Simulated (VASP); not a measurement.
# Fe (Im-3m) in VASP: a series of runs, part 2 of 2

VASP 6.6.1. Earlier steps stand in the parts before.

## (4) Single point, r2SCAN, collinear spin, ferromagnetic start

Input file POSCAR:

```
Fe
1.0
   -1.4345540696      1.4345540696      1.4345540696
    1.4345540696     -1.4345540696      1.4345540696
    1.4345540696      1.4345540696     -1.4345540696
Fe
1
Direct
    0.0000000000      0.0000000000      0.0000000000
```

Input file INCAR.step1:

```
  PREC = Accurate
  ENCUT = 520
  ISMEAR = -1
  SIGMA = 0.05
  LREAL = False
  LASPH = True
  NELM = 150
  ISPIN = 2
  MAGMOM = 2.804
  LMAXMIX = 4
  NBANDS = 14
  GGA = PE
  ALGO = Normal
  EDIFF = 1E-4
  LWAVE = True
  LCHARG = False
```

Input file INCAR.step2:

```
  PREC = Accurate
  ENCUT = 520
  EDIFF = 1E-6
  ISMEAR = -1
  SIGMA = 0.05
  LREAL = False
  LASPH = True
  NELM = 150
  ALGO = Normal
  ISIF = 2
  LWAVE = False
  LCHARG = False
  ISPIN = 2
  MAGMOM = 2.804
  LORBIT = 11
  LMAXMIX = 4
  METAGGA = R2SCAN
  LMIXTAU = True
  NBANDS = 14
  ISTART = 1
```

Input file KPOINTS:

```
Automatic mesh
0
Gamma
  16 16 16
```

Potentials or basis: VASP PAW PBE potentials, release 64 (Fe).

Run with:

```sh
$ cat potpaw_PBE.64/Fe/POTCAR > POTCAR
$ cp INCAR.step1 INCAR
$ mpirun -np 1 vasp_std > vasp.out
$ cp INCAR.step2 INCAR
$ mpirun -np 1 vasp_std > vasp.out
```

OUTCAR:

```text
PREC = Accurate
   ENCUT = 520
   EDIFF = 1E-6
   ISMEAR = -1
   LREAL = False
   LASPH = True
   NELM = 150
   ISIF = 2
   ISPIN = 2
   LORBIT = 11
   METAGGA = R2SCAN
   ISTART = 1

 ion  position               nearest neighbor table
   1  0.000  0.000  0.000-

  LATTYP: Found a body centered cubic cell.
 ALAT       =     2.8691081392

  Lattice vectors:

 A1 = (  -1.4345540696,   1.4345540696,   1.4345540696)
 A2 = (   1.4345540696,  -1.4345540696,   1.4345540696)
 A3 = (   1.4345540696,   1.4345540696,  -1.4345540696)
[... 1022 lines left out ...]
  -------------------------------------------------------------------------------------
  Total       -0.1155682     -0.1155682     -0.1155682      0.0000000      0.0000000     -0.0000000
  in kB      -15.6797171    -15.6797171    -15.6797171      0.0000000      0.0000000     -0.0000000
  external PRESSURE =     -15.6797171 kB  Pullay stress =       0.0000000 kB

 VOLUME and BASIS-vectors are now :
 -----------------------------------------------------------------------------
  energy-cutoff  :      520.00
  volume of cell :       11.81
      direct lattice vectors                 reciprocal lattice vectors
    -1.434554070  1.434554070  1.434554070     0.000000000  0.348540366  0.348540366
     1.434554070 -1.434554070  1.434554070     0.348540366  0.000000000  0.348540366
     1.434554070  1.434554070 -1.434554070     0.348540366  0.348540366  0.000000000

 POSITION                                       TOTAL-FORCE (eV/Angst)
 -----------------------------------------------------------------------------------
      0.00000      0.00000      0.00000        -0.000000      0.000000      0.000000
 -----------------------------------------------------------------------------------
    total drift:                                0.000000      0.000000      0.000000

  FREE ENERGIE OF THE ION-ELECTRON SYSTEM (eV)
  ---------------------------------------------------
  free  energy   TOTEN  =       -14.3600788050 eV

  energy  without entropy=      -14.3530973966  energy(sigma->0) =      -14.35658810

 total charge

# of ion       s       p       d       tot
------------------------------------------
    1        0.477   0.547   6.169   7.193

 magnetization (x)

# of ion       s       p       d       tot
------------------------------------------
    1       -0.013  -0.117   2.830   2.700
```

OUTCAR.step1:

```text
PREC = Accurate
   ENCUT = 520
   ISMEAR = -1
   LREAL = False
   LASPH = True
   NELM = 150
[... 1051 lines left out ...]
 POSITION                                       TOTAL-FORCE (eV/Angst)
 -----------------------------------------------------------------------------------
      0.00000      0.00000      0.00000         0.000000     -0.000000      0.000000
 -----------------------------------------------------------------------------------
    total drift:                                0.000000      0.000000      0.000000

  FREE ENERGIE OF THE ION-ELECTRON SYSTEM (eV)
  ---------------------------------------------------
  free  energy   TOTEN  =        -8.2357975666 eV

  energy  without entropy=       -8.2276588038  energy(sigma->0) =       -8.23172819
```

OSZICAR.step1:

```text
N       E                     dE             d eps       ncg     rms          rms(c)
DAV:   1     0.216227410558E+02    0.21623E+02   -0.37786E+03  8922   0.687E+02
DAV:   2    -0.826699818456E+01   -0.29890E+02   -0.27326E+02  8864   0.127E+02
DAV:   3    -0.918684844514E+01   -0.91985E+00   -0.91241E+00  9850   0.232E+01
DAV:   4    -0.918996817251E+01   -0.31197E-02   -0.31194E-02  9488   0.121E+00
DAV:   5    -0.918998326178E+01   -0.15089E-04   -0.15090E-04  9692   0.872E-02    0.110E+01
DAV:   6    -0.833416809272E+01    0.85582E+00   -0.10822E+01 10196   0.375E+01    0.587E+00
DAV:   7    -0.824670717134E+01    0.87461E-01   -0.77775E-01 10040   0.964E+00    0.334E+00
DAV:   8    -0.824217470930E+01    0.45325E-02   -0.82972E-03  9610   0.534E-01    0.142E+00
DAV:   9    -0.823532235541E+01    0.68524E-02   -0.10438E-02 10938   0.560E-01    0.378E-01
DAV:  10    -0.823569946955E+01   -0.37711E-03   -0.54424E-04  9404   0.208E-01    0.134E-01
DAV:  11    -0.823579756657E+01   -0.98097E-04   -0.48650E-04  7036   0.162E-01
   1 F= -.82357976E+01 E0= -.82317282E+01  d E =-.813876E-02  mag=     2.2675
```

Run time: 64 s. Hardware: 1 thread of Intel Xeon 6975P-C (Granite Rapids), shared host; peak memory 0.15 GiB.

Results:

```
Free energy                                           : -14.3601 eV
Pressure                                              : -1.6 GPa
Net moment                                            : 2.63 μB per cell
Site moments                                          : Fe +2.70 μB
Valence electrons inside the program's atomic spheres : Fe 7.19
```

Caveat: the PAW data sets were made with another functional, which shifts forces and pressure a little.

## (5) The runs side by side

```csv
k mesh,smearing,gap on the mesh (eV),pressure (GPa),moment (μB)
15 × 15 × 15,methfessel-paxton 0.6 eV,none,-0.3,2.67
15 × 15 × 15,methfessel-paxton 1 eV,none,0.3,2.73
16 × 16 × 16,fermi-dirac 0.05 eV,none,-1.6,2.63
```

Alike in all rows: task single point; level r2SCAN; potentials or basis VASP PAW PBE potentials, release 64 (Fe); spin collinear, ferromagnetic start; cell as given; cutoff (eV) 520.

Every run on the cell as given and a fine mesh finds a metal.

Caveats: the PAW data sets were made with another functional, which shifts forces and pressure a little.

Total energies depend on the potentials used, so only differences within one code and one set of settings carry meaning.
